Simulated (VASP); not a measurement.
The system is VO2.

```
CELL_PARAMETERS angstrom
4.59560 0.00000 0.00000
0.00000 4.59560 0.00000
0.00000 0.00000 3.10416
ATOMIC_POSITIONS crystal
V 0.50000 0.50000 0.50000
V 0.00000 0.00000 0.00000
O 0.20036 0.79964 0.50000
O 0.79964 0.20036 0.50000
O 0.70036 0.70036 0.00000
O 0.29964 0.29964 0.00000
```

Base run:

| Property | Result |
| --- | --- |
| Program | VASP 6.6.1 |
| Functional | BLYP |
| Dispersion | D3(BJ) |
| Potentials or basis | VASP PAW PBE potentials, release 64 (V_sv, O) |
| Cutoff | 600 eV |
| k mesh | 6 × 6 × 9 |
| Occupations | fermi-dirac, width 0.05 eV |
| Spin | collinear spin, ferromagnetic start |
| Starting moments | [2.0, 2.0, 0.0, 0.0, 0.0, 0.0] μB |

Its results: band gap on the k mesh zero (filled and empty bands overlap); pressure -20.2 GPa; net moment 2.00 μB per cell; site moments V +1.10; O -0.07 μB; largest force 0.209 eV/Å.

**Question.** The run is repeated on the same cell with these changes: functional from BLYP to PBEsol. What comes out?

**Answer.** Band gap on the k mesh zero (filled and empty bands overlap); pressure -28.3 GPa; net moment 2.00 μB per cell; site moments V +1.10; O -0.08 μB; largest force 0.300 eV/Å.

PBEsol binds more tightly than BLYP, so the same cell stands under less pressure.

Caveats: the PAW data sets were made with another functional, which shifts forces and pressure a little; semilocal functionals often make such compounds metallic where correlation or magnetic order opens a gap, which also shifts bond lengths; the stress differs along the axes, from -29 to -16 GPa (at least some runs); the stress differs along the axes, from -40 to -23 GPa (at least some runs).
